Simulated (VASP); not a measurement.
Here is a VASP 6.6.1 calculation.

The input POSCAR:

```
BaTiO3
1.0
    3.3948741759      0.0000000000      0.0000000000
    0.0000000000      4.5930650615      0.0000000000
    0.0000000000      0.0000000000      3.9941038410
Ba Ti O
1 1 3
Direct
    0.0000000000      0.0000000000      0.0000000000
    0.5000000000      0.5000000000      0.5000000000
    0.5000000000      0.5000000000      0.0000000000
    0.5000000000      0.0000000000      0.5000000000
    0.0000000000      0.5000000000      0.5000000000
```

INCAR.step1

```
PREC = Accurate
ENCUT = 520
ISMEAR = 0
SIGMA = 0.05
LREAL = False
LASPH = True
NELM = 60
NBANDS = 28
GGA = PE
ALGO = Normal
EDIFF = 1E-4
LWAVE = True
LCHARG = False
```

File INCAR.step2:

```
PREC = Accurate
ENCUT = 520
EDIFF = 1E-6
ISMEAR = 0
SIGMA = 0.05
LREAL = False
LASPH = True
NELM = 60
ALGO = Normal
ISIF = 2
LWAVE = False
LCHARG = False
METAGGA = R2SCAN
LMIXTAU = True
NBANDS = 28
ISTART = 1
```

Contents of KPOINTS:

```
Automatic mesh
0
Gamma
  8 8 8
```

Potentials or basis: VASP PAW PBE potentials, release 64 (Ba_sv, Ti_sv, O).

Command:

```bash
$ cat potpaw_PBE.64/Ba_sv/POTCAR potpaw_PBE.64/Ti_sv/POTCAR potpaw_PBE.64/O/POTCAR > POTCAR
$ cp INCAR.step1 INCAR
$ mpirun -np 1 vasp_std > vasp.out
$ cp INCAR.step2 INCAR
$ mpirun -np 1 vasp_std > vasp.out
```

Predict the band gap on the k mesh.

1.60 eV (least direct gap 1.77 eV).

Estimate the pressure.

25.9 GPa.

Stress tensor (GPa, compression positive):
```
 79.84   0.00   0.00
  0.00 -12.51   0.00
  0.00   0.00  10.43
```

Caveat: the cell differs from its parent crystal (strain -0.1500 x Voigt [1, -1, 0, 0, 0, 0]); the stress differs along the axes, from -13 to 80 GPa; the PAW data sets were made with another functional, which shifts forces and pressure a little; spin-orbit coupling is left out, which moves the levels of the heavy elements. A k mesh can miss the band edges.
